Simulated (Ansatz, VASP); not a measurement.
## One calculation of Si, two programs

```
Si
1.0
     0.00000    2.71673    2.71673
     2.71673    0.00000    2.71673
     2.71673    2.71673    0.00000
Si
2
Cartesian
  0.0000 0.0000 0.0000
  1.3584 1.3584 1.3584
```

Alike in both runs: task single point; functional PBEsol; k mesh 6 × 6 × 6; occupations gaussian, width 0.02 eV; no spin polarisation.

|  | VASP | Ansatz |
| --- | --- | --- |
| version | VASP 6.6.1 | Ansatz 0.2.0 |
| potentials or method | VASP PAW PBE potentials, release 64 (Si), cutoff 500 eV | scalar-relativistic, plane waves, PAW |
| valence electrons in the cell | 8 | 8 |

|  | VASP | Ansatz | Ansatz less VASP |
| --- | --- | --- | --- |
| gap on the k mesh at the Fermi level (eV) | 0.59 | 0.59 | +0.007 |
| least direct gap on the mesh (eV) | 2.51 | 2.52 | +0.003 |
| pressure (GPa) | 0.2 | 0.1 | -0.12 |

VASP's potentials were made for PBE, not for PBEsol, and Ansatz warns of the same on its side.
